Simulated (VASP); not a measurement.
The system is La2O3.

```
CELL_PARAMETERS angstrom
3.93078 0.00000 0.00000
-1.96539 3.40415 0.00000
0.00000 0.00000 6.11195
ATOMIC_POSITIONS crystal
La 0.33333 0.66667 0.24624
La 0.66667 0.33333 0.75376
O 0.00000 0.00000 0.00000
O 0.33333 0.66667 0.64589
O 0.66667 0.33333 0.35411
```

Base run:

```yaml
Program: VASP 6.6.1
Functional: PBEsol
Potentials_or_basis: VASP PAW PBE potentials, release 64 (La, O)
Cutoff: 520 eV
k_mesh: 8 × 8 × 5
Occupations: fermi-dirac, width 0.05 eV
Spin: no spin polarisation
```

Its results: band gap on the k mesh 3.83 eV, indirect (least direct gap 3.98 eV); pressure -3.2 GPa; largest force 0.099 eV/Å.

**Question.** The run is repeated on the same cell with these changes: functional from PBEsol to PBE. What comes out?

**Answer.** Band gap on the k mesh 3.89 eV, indirect (least direct gap 4.07 eV); pressure 1.6 GPa; largest force 0.012 eV/Å.

PBE binds less tightly than PBEsol, so the same cell stands under more pressure.

Caveats: spin-orbit coupling is left out, which moves the levels of the heavy elements; the PAW data sets were made with another functional, which shifts forces and pressure a little (some runs).

A k mesh can miss the band edges.
